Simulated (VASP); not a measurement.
# C (Fd-3m) in VASP: further runs

Aim: see how the results for C move with the level of theory and the settings. Levels: LDA, PBE, PBE-based screened hybrid with 25 % exact exchange, b88 exchange, pbe correlation. Tasks: single point.

Everything below comes from runs of VASP 6.6.1. Logs are shortened: lines on timing, memory, paths and dates and some standing lists are left out, and cuts for length are marked.

### Step 1. The cell of the first run

Symmetry: Fd-3m, No. 227, cubic system. Conventional cell: a = 3.418 Å, b = 3.418 Å, c = 3.418 Å, α = 90.00°, β = 90.00°, γ = 90.00°. Within 2.0 Å of C (site symmetry -43m) lie 4 C at 1.48 Å.

### Step 2. Single point, LDA (4.99 Å³/atom)

INCAR reads:

```
ALGO = Normal ; EDIFF = 1E-6
ENCUT = 600 ; GGA_COMPAT = False
ISIF = 2 ; ISMEAR = -1
LASPH = True ; LCHARG = False
LREAL = False ; LWAVE = False
NBANDS = 11 ; NELM = 120
PREC = Accurate ; SIGMA = 0.05
```

KPOINTS reads:

```
k-points
0
Gamma
  13 13 13
```

POSCAR reads:

```
C
1.0
    0.0000000000      1.7089748850      1.7089748850
    1.7089748850      0.0000000000      1.7089748850
    1.7089748850      1.7089748850      0.0000000000
C
2
Direct
    0.2500000000      0.2500000000      0.2500000000
    1.0000000000      1.0000000000      1.0000000000
```

Potentials or basis: VASP PAW LDA potentials, release 64 (C).

Command:

```bash
$ cat potpaw_LDA.64/C/POTCAR > POTCAR
$ mpirun -np 1 vasp_std > vasp.out
```

OUTCAR:

```text
EDIFF = 1E-6
   ENCUT = 600
   ISIF = 2
   ISMEAR = -1
   LASPH = True
   LREAL = False
   NELM = 120
   PREC = Accurate

 ion  position               nearest neighbor table
   1  0.250  0.250  0.250-   2 1.48   2 1.48   2 1.48   2 1.48
   2  0.000  0.000  0.000-   1 1.48   1 1.48   1 1.48   1 1.48

  LATTYP: Found a face centered cubic cell.
 ALAT       =     3.4179497700

  Lattice vectors:

 A1 = (   0.0000000000,   1.7089748850,   1.7089748850)
 A2 = (   1.7089748850,   0.0000000000,   1.7089748850)
 A3 = (   1.7089748850,   1.7089748850,   0.0000000000)

Analysis of symmetry for initial positions (statically):
=====================================================================
 Subroutine PRICEL returns:
 Original cell was already a primitive cell.

 Routine SETGRP: Setting up the symmetry group for a
 face centered cubic supercell.

 Subroutine GETGRP returns: Found 48 space group operations
 (whereof 24 operations were pure point group operations)
 out of a pool of 48 trial point group operations.

The static configuration has the point symmetry T_d .
 The point group associated with its full space group is O_h .

Analysis of symmetry for dynamics (positions and initial velocities):
=====================================================================
 Subroutine PRICEL returns:
 Original cell was already a primitive cell.

 Routine SETGRP: Setting up the symmetry group for a
 face centered cubic supercell.

 Subroutine GETGRP returns: Found 48 space group operations
 (whereof 24 operations were pure point group operations)
 out of a pool of 48 trial point group operations.

The dynamic configuration has the point symmetry T_d .
 The point group associated with its full space group is O_h .

 Subroutine INISYM returns: Found 48 space group operations
 (whereof 24 operations are pure point group operations),
 and found     1 'primitive' translations

----------------------------------------------------------------------------------------

                                     Primitive cell

  volume of cell :       9.9824

  direct lattice vectors                    reciprocal lattice vectors
     0.000000000  1.708974885  1.708974885    -0.292573053  0.292573053  0.292573053
     1.708974885  0.000000000  1.708974885     0.292573053 -0.292573053  0.292573053
     1.708974885  1.708974885  0.000000000     0.292573053  0.292573053 -0.292573053

  length of vectors
     2.416855460  2.416855460  2.416855460     0.506751393  0.506751393  0.506751393

  position of ions in fractional coordinates (direct lattice)
     0.250000000  0.250000000  0.250000000
     0.000000000  0.000000000  0.000000000

  ion indices of the primitive-cell ions
   primitive index   ion index
                 1           1
                 2           2

----------------------------------------------------------------------------------------

 KPOINTS: k-points

Automatic generation of k-mesh.
 Grid dimensions read from file:
 generate k-points for:   13   13   13

 Generating k-lattice:

  Cartesian coordinates                     Fractional coordinates (reciprocal lattice)
    -0.022505619  0.022505619  0.022505619     0.076923077  0.000000000  0.000000000
     0.022505619 -0.022505619  0.022505619     0.000000000  0.076923077  0.000000000
     0.022505619  0.022505619 -0.022505619     0.000000000  0.000000000  0.076923077

  Length of vectors
     0.038980876  0.038980876  0.038980876

  Shift w.r.t. Gamma in fractional coordinates (k-lattice)
     0.000000000  0.000000000  0.000000000

 Subroutine IBZKPT returns following result:
 ===========================================

 Found     84 irreducible k-points:

 Following reciprocal coordinates:
            Coordinates               Weight
  0.000000  0.000000  0.000000      1.000000
  0.076923  0.000000  0.000000      8.000000
  0.153846  0.000000  0.000000      8.000000
  0.230769  0.000000  0.000000      8.000000
  0.307692  0.000000  0.000000      8.000000
  0.384615  0.000000  0.000000      8.000000
[... 16 lines left out ...]
  0.384615  0.153846  0.000000     24.000000
  0.461538  0.153846  0.000000     24.000000
 [... further k-points ...]
   k-points           NKPTS =     84   k-points in BZ     NKDIM =     84   number of bands    NBANDS=     11
   number of dos      NEDOS =    301   number of ions     NIONS =      2
   total plane-waves  NPLWV =   8000
   dimension x,y,z NGX =    20 NGY =   20 NGZ =   20
   dimension x,y,z NGXF=    40 NGYF=   40 NGZF=   40
   ions per type =               2
   NGX,Y,Z   is equivalent  to a cutoff of  13.76, 13.76, 13.76 a.u.
   NGXF,Y,Z  is equivalent  to a cutoff of  27.51, 27.51, 27.51 a.u.
 SYSTEM =  unknown system
   PREC   = accura    normal or accurate (medium, high low for compatibility)
   ISTART =      0    job   : 0-new  1-cont  2-samecut
   ICHARG =      2    charge: 1-file 2-atom 10-const
   ISPIN  =      1    spin polarized calculation?
   LNONCOLLINEAR =      F non collinear calculations
   LSORBIT =      F    spin-orbit coupling
   LASPH  =      T    aspherical Exc in radial PAW
   ENCUT  =  600.0 eV  44.10 Ry    6.64 a.u.   4.83  4.83  4.83*2*pi/ulx,y,z
   NELM   =    120;   NELMIN=  2; NELMDL= -5     # of ELM steps
   EDIFF  = 0.1E-05   stopping-criterion for ELM
   LREAL  =      F    real-space projection
   EDIFFG = 0.1E-04   stopping-criterion for IOM
   NSW    =      0    number of steps for IOM
   IBRION =     -1    ionic relax: 0-MD 1-quasi-New 2-CG
   NFREE  =      0    steps in history (QN), initial steepest desc. (CG)
   ISIF   =      2    stress and relaxation
   ISYM   =      2    0-nonsym 1-usesym 2-fastsym
   POTIM  = 0.5000    time-step for ionic-motion
   TEBEG  =    0.0;   TEEND  =   0.0 temperature during run
   PSTRESS=    0.0 pullay stress
   NELECT =       8.0000    total number of electrons
   NUPDOWN=      -1.0000    fix difference up-down
   EMIN   =  10.00;   EMAX   =-10.00  energy-range for DOS
   EFERMI =   0.00;   METHOD = LEGACY
   ISMEAR =    -1;   SIGMA  =   0.05  broadening in eV -4-tet -1-fermi 0-gaus
   EFERMI_NEDOS =   21; number of points for ismear=-14 and -15
   IALGO  =     38    algorithm
   IMIX   =      4    mixing-type and parameters
     AMIX     =   0.40;   BMIX     =  1.00
     AMIX_MAG =   1.60;   BMIX_MAG =  1.00
  volume/ion in A,a.u.               =       4.99        33.68
  Fermi-wavevector in a.u.,A,eV,Ry     =   1.520638  2.873589 31.461291  2.312340
  Thomas-Fermi vector in A             =   2.629461
   LORBIT       =      0    0 simple, 1 ext, 2 COOP (PROOUT), +10 PAW based schemes
   GGA     = CA    functional components
   LHFCALC =     F    Hartree Fock is set to
   AEXX    =    0.0000 exact exchange contribution
   IVDW    =     0    specifies the selected vdW correction
   LEPSILON=     F    determine dielectric tensor
   LRPA    =     F    only Hartree local field effects (RPA)
 non-spin polarized calculation
  energy-cutoff  :      600.00
  volume of cell :        9.98
 maximum number of plane-waves:       341
   NGX =  9   NGY =  9   NGZ =  9

 number of electron       8.0000002 magnetization

 Free energy of the ion-electron system (eV)
  ---------------------------------------------------
  ext. energy  EPLUGINS =         0.00000000
  ---------------------------------------------------
  free energy    TOTEN  =       -20.07551711 eV

  energy without entropy =      -20.07551711  energy(sigma->0) =      -20.07551711

 E-fermi :  12.5781     XC(G=0): -14.1281

 val. band max:       11.6832202376   @ k =   0.0000   0.0000   0.0000
 cond. band min:      16.1055498547   @ k =   0.3846   0.3846   0.0000
 fundamental gap:      4.4223296171
 Fermi energy:        12.5781410990

 k-point     1 :       0.0000    0.0000    0.0000
  band No.  band energies     occupation
      1     -11.4145      2.00000
      2      11.6832      2.00000
      3      11.6832      2.00000
      4      11.6832      2.00000
      5      17.5883      0.00000
      6      17.5883      0.00000
      7      17.5883      0.00000
      8      28.2730      0.00000
      9      32.4571      0.00000
     10      39.7961      0.00000
     11      39.7961      0.00000

 k-point     2 :       0.0769    0.0000    0.0000
  band No.  band energies     occupation
      1     -11.2365      2.00000
      2      10.5105      2.00000
      3      11.3629      2.00000
      4      11.3629      2.00000
      5      18.0065      0.00000
      6      18.0065      0.00000
      7      18.3598      0.00000
      8      28.2844      0.00000
      9      32.7317      0.00000
     10      37.4593      0.00000
     11      37.4593      0.00000

 k-point     3 :       0.1538    0.0000    0.0000
  band No.  band energies     occupation
      1     -10.7035      2.00000
      2       8.0436      2.00000
      3      10.6504      2.00000
      4      10.6504      2.00000
      5      18.9382      0.00000
      6      18.9382      0.00000
      7      19.6965      0.00000
      8      28.3148      0.00000
      9      33.3416      0.00000
     10      35.7043      0.00000
     11      35.7043      0.00000

 k-point     4 :       0.2308    0.0000    0.0000
  band No.  band energies     occupation
      1      -9.8204      2.00000
      2       5.2264      2.00000
      3       9.8890      2.00000
      4       9.8890      2.00000
      5      19.8488      0.00000
      6      19.8488      0.00000
      7      20.8437      0.00000
      8      28.3435      0.00000
      9      33.8573      0.00000
     10      35.0649      0.00000
     11      35.0649      0.00000

 k-point     5 :       0.3077    0.0000    0.0000
  band No.  band energies     occupation
      1      -8.5966      2.00000
      2       2.4016      2.00000
      3       9.2509      2.00000
      4       9.2509      2.00000
      5      20.4032      0.00000
      6      20.4032      0.00000
      7      21.6786      0.00000
      8      28.3364      0.00000
      9      34.2104      0.00000
     10      35.6679      0.00000
     11      35.6679      0.00000
[... 211 lines left out ...]
 k-point    21 :       0.2308    0.1538    0.0000
  band No.  band energies     occupation
      1      -9.8200      2.00000
      2       7.1107      2.00000
      3       8.2312      2.00000
      4       9.2622      2.00000
      5      17.2661      0.00000
      6      22.2539      0.00000
      7      22.2901      0.00000
      8      25.3213      0.00000
      9      33.7960      0.00000
     10      34.4328      0.00000
     11      40.1462      0.00000

 k-point    22 :       0.3077    0.1538    0.0000
  band No.  band energies     occupation
      1      -8.8273      2.00000
      2       4.5511      2.00000
      3       7.6390      2.00000
      4       8.5213      2.00000
      5      18.0814      0.00000
      6      23.0417      0.00000
      7      23.1955      0.00000
      8      24.8657      0.00000
      9      34.4306      0.00000
     10      34.8304      0.00000
     11      39.7933      0.00000

 k-point    23 :       0.3846    0.1538    0.0000
  band No.  band energies     occupation
      1      -7.5032      2.00000
      2       1.9218      2.00000
      3       7.3166      2.00000
      4       7.6578      2.00000
      5      18.7811      0.00000
      6      23.2763      0.00000
      7      23.8072      0.00000
      8      25.4476      0.00000
      9      34.2828      0.00000
     10      35.8719      0.00000
     11      40.3135      0.00000

 k-point    24 :       0.4615    0.1538    0.0000
  band No.  band energies     occupation
      1      -5.8876      2.00000
      2      -0.5650      2.00000
      3       6.8722      2.00000
      4       7.2822      2.00000
      5      19.1856      0.00000
      6      23.0774      0.00000
      7      24.2629      0.00000
      8      26.7475      0.00000
      9      33.6098      0.00000
     10      37.2515      0.00000
     11      40.5273      0.00000

 [... further k-points ...]

------------------------ aborting loop because EDIFF is reached ----------------------------------------

  FORCE on cell =-STRESS in cart. coord.  units (eV):
  Direction    XX          YY          ZZ          XY          YZ          ZX
  --------------------------------------------------------------------------------------
  -------------------------------------------------------------------------------------
  Total        3.4918902      3.4918902      3.4918902      0.0000000      0.0000000      0.0000000
  in kB      560.4464509    560.4464509    560.4464509      0.0000000      0.0000000      0.0000000
  external PRESSURE =     560.4464509 kB  Pullay stress =       0.0000000 kB

 VOLUME and BASIS-vectors are now :
 -----------------------------------------------------------------------------
  energy-cutoff  :      600.00
  volume of cell :        9.98
      direct lattice vectors                 reciprocal lattice vectors
     0.000000000  1.708974885  1.708974885    -0.292573053  0.292573053  0.292573053
     1.708974885  0.000000000  1.708974885     0.292573053 -0.292573053  0.292573053
     1.708974885  1.708974885  0.000000000     0.292573053  0.292573053 -0.292573053

 POSITION                                       TOTAL-FORCE (eV/Angst)
 -----------------------------------------------------------------------------------
      0.85449      0.85449      0.85449         0.000000      0.000000      0.000000
      0.00000      0.00000      0.00000        -0.000000     -0.000000     -0.000000
 -----------------------------------------------------------------------------------
    total drift:                                0.000000      0.000000      0.000000

  FREE ENERGIE OF THE ION-ELECTRON SYSTEM (eV)
  ---------------------------------------------------
  free  energy   TOTEN  =       -20.0755171124 eV

  energy  without entropy=      -20.0755171124  energy(sigma->0) =      -20.07551711
```

Wall time 7 s (1 thread of Intel Xeon Platinum 8259CL at 2.50GHz (Skylake/Cascade Lake), shared host); peak memory 0.12 GiB.

Results:

| Property | Result |
| --- | --- |
| Free energy | -20.0755 eV |
| Pressure | 56.0 GPa |
| Band gap on the k mesh | 4.42 eV (least direct gap 5.91 eV) |

Caveat: the cell stands under pressure; an odd mesh through Γ misses points on the zone boundary, where band edges can lie.

[end of part 1 of 3]
